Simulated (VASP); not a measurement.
Runs of VASP 6.6.1 on TiB2. The structure is that of space group P6/mmm (No. 191), or close to it. The cells are those of the table. 

```tsv
cell	gap on the mesh (eV)	pressure (GPa)
a = 2.988, b = 2.988, c = 3.185 Å, angles 90.0, 90.0, 120.0°, 3 atoms	none	11.8
a = 3.069, b = 3.069, c = 3.271 Å, angles 90.0, 90.0, 120.0°, 3 atoms	none	(a)
a = 2.946, b = 2.946, c = 3.140 Å, angles 90.0, 90.0, 120.0°, 3 atoms	none	25.5
a = 3.108, b = 3.108, c = 3.312 Å, angles 90.0, 90.0, 120.0°, 3 atoms	none	-16.5
a = 2.903, b = 2.903, c = 3.094 Å, angles 90.0, 90.0, 120.0°, 3 atoms	none	(b)
a = 3.029, b = 3.029, c = 3.228 Å, angles 90.0, 90.0, 120.0°, 3 atoms	none	0.5
a = 3.146, b = 3.146, c = 3.353 Å, angles 90.0, 90.0, 120.0°, 3 atoms	none	-22.9
```

Alike in all rows: task single point; level PBE; potentials or basis VASP PAW PBE potentials, release 64 (Ti_sv, B); no spin polarisation; k mesh 11 × 11 × 9; cutoff (eV) 520; smearing fermi-dirac 0.1 eV.

Fill in the values left out.

(a) -8.8; (b) 42.3.

A gap of «none» marks levels without a gap at the run's occupations.
